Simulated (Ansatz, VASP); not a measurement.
## CuO: VASP beside Ansatz

File INCAR:

```
SYSTEM = CuO
PREC     = Accurate       ! precision mode
ENCUT    = 520            ! plane-wave cutoff, eV
EDIFF    = 1E-6           ! SCF threshold, eV
ISMEAR   = -1             ! smearing method
SIGMA    = 0.05           ! smearing width, eV
LREAL    = .False.        ! projectors in reciprocal space
LASPH    = .True.         ! aspherical terms in the spheres
NELM     = 80             ! most SCF steps
ALGO     = Normal         ! electronic algorithm
ISIF     = 2              ! what is computed and relaxed
LWAVE    = .False.        ! write WAVECAR
LCHARG   = .False.        ! write CHGCAR
GGA      = RP             ! functional
NBANDS   = 16             ! bands
```

Contents of KPOINTS:

```
regular mesh
0
Gamma
  6 6 6
  0 0 0
```

POSCAR

```
CuO
1.0
    0.0000000000      2.3272527300      2.3272527300
    2.3272527300      0.0000000000      2.3272527300
    2.3272527300      2.3272527300      0.0000000000
Cu O
1 1
Direct
    0.0000000000      0.0000000000      0.0000000000
    0.2500000000      0.2500000000      0.2500000000
```

Contents of input.yaml:

```yaml
crystal:
  lattice:
    - [0.0, 2.32725273, 2.32725273]
    - [2.32725273, 0.0, 2.32725273]
    - [2.32725273, 2.32725273, 0.0]
  atoms:
    - { symbol: Cu, position: [0.0, 0.0, 0.0] }
    - { symbol: O, position: [0.25, 0.25, 0.25] }
hamiltonian:
  xc: rpbe
  pseudopotentials: { kind: paw }
kpoints:
  mp_grid: { grid: [6, 6, 6] }
  band_path:
    path:
      - [[0.0, 0.0, 0.0], [0.5, 0.0, 0.5], [0.5, 0.25, 0.75], [0.375, 0.375, 0.75], [0.0, 0.0, 0.0], [0.5, 0.5, 0.5], [0.625, 0.25, 0.625], [0.5, 0.25, 0.75], [0.5, 0.5, 0.5], [0.375, 0.375, 0.75]]
      - [[0.625, 0.25, 0.625], [0.5, 0.0, 0.5]]
    npoints: 14
scf:
  occupations: { method: fermi_dirac, width: 0.05 }
  n_extra_bands: 6
output:
  forces: true
  stress: true
  eigenvalues: true
  fatbands: false
  write_density: true
  write_potential: true
  elf: true
  volumetric_format: npy
```

Alike in both runs: functional RPBE; k mesh 6 × 6 × 6; occupations fermi-dirac, width 0.05 eV; no spin polarisation.

```csv
,VASP,Ansatz
version,VASP 6.6.1,Ansatz 0.2.0
potentials or method,"VASP PAW PBE potentials, release 64 (Cu, O)",Ansatz PAW
plane-wave cutoff (eV),520,420
valence electrons in the cell,17,25
task,single point,band structure
```

VASP gave:

| Item | Value |
| --- | --- |
| gap on the k mesh at the Fermi level (eV) | none |
| pressure (GPa) | -4.8 |

**Question.** Which values does Ansatz return?

**Answer.** gap on the k mesh at the Fermi level (eV): none; pressure (GPa): -5.1.

VASP's potentials were made for PBE, not for RPBE. A gap of «none» marks a metal or a gap that the smearing closes. VASP's potentials hold 17 valence electrons a cell and Ansatz's 25, so a difference there can come from the potentials and not from the codes.

The k mesh is coarse, so the values compare programs but aren't converged.
